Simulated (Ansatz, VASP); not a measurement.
Two plane-wave programs on SnO2

File INCAR:

```
  PREC = Accurate
  ENCUT = 520
  EDIFF = 1E-6
  ISMEAR = 0
  SIGMA = 0.02
  LREAL = False
  LASPH = True
  NELM = 60
  ALGO = Normal
  ISIF = 2
  LWAVE = False
  LCHARG = True
  GGA = PS
  LELF = True
  LVHAR = True
  NBANDS = 35
```

Contents of KPOINTS:

```
Automatic mesh
0
Gamma
  6 6 8
```

File POSCAR:

```
SnO2
1.0
    4.7686576565      0.0000000000      0.0000000000
    0.0000000000      4.7700658059      0.0000000000
    0.0000000000      0.0000000000      3.2119791476
Sn O
2 4
Direct
    0.5000000000      0.5000000000      0.5000000000
    0.0000000000      0.0000000000      0.0000000000
    0.3062100026      0.3063470806      0.0000000000
    0.8062100026      0.1936529194      0.5000000000
    0.1937899974      0.8063470806      0.5000000000
    0.6937899974      0.6936529194      0.0000000000
```

Input for Ansatz:

```yaml
crystal:
  lattice:
    - [4.7686576565, 0.0, 0.0]
    - [0.0, 4.7700658059, 0.0]
    - [0.0, 0.0, 3.2119791476]
  atoms:
    - { symbol: Sn, position: [0.5, 0.5, 0.5] }
    - { symbol: Sn, position: [0.0, 0.0, 0.0] }
    - { symbol: O, position: [0.3062100026, 0.3063470806, 0.0] }
    - { symbol: O, position: [0.8062100026, 0.1936529194, 0.5] }
    - { symbol: O, position: [0.1937899974, 0.8063470806, 0.5] }
    - { symbol: O, position: [0.6937899974, 0.6936529194, 0.0] }
basis:
  ecutwfc: 420
kpoints:
  mp_grid: { grid: [6, 6, 8] }
  band_path: { path: [VBM, CBM], npoints: 2 }
hamiltonian:
  xc: pbesol
scf:
  occupations: { method: gaussian, width: 0.02 }
output:
  forces: true
  stress: true
  eigenvalues: true
checkpoint:
  read: start.run
  write: ck
  compress: false
  write_wavefunctions: false
  write_every: 100000
```

Alike in both runs: task single point; functional PBEsol; k mesh 6 × 6 × 8; occupations gaussian, width 0.02 eV; no spin polarisation.

|  | VASP | Ansatz |
| --- | --- | --- |
| version | VASP 6.6.1 | Ansatz 0.2.0 |
| potentials or method | VASP PAW PBE potentials, release 64 (Sn_d, O), cutoff 520 eV | scalar-relativistic, plane waves, PAW |
| valence electrons in the cell | 52 | 52 |

|  | VASP | Ansatz | Ansatz less VASP |
| --- | --- | --- | --- |
| gap on the k mesh at the Fermi level (eV) | 0.91 | 0.92 | +0.007 |
| least direct gap on the mesh (eV) | 0.91 | 0.92 | +0.007 |
| pressure (GPa) | 0.6 | 0.0 | -0.60 |
| traceless stress, the component that is largest in VASP (GPa) | 0.22 | 0.01 | -0.214 |
| rms of the force components (eV/Å) | 0.007 | 0.000 | -0.0073 |

VASP's potentials were made for PBE, not for PBEsol. Atom by atom the forces differ by 0.007 eV/Å (rms over components).
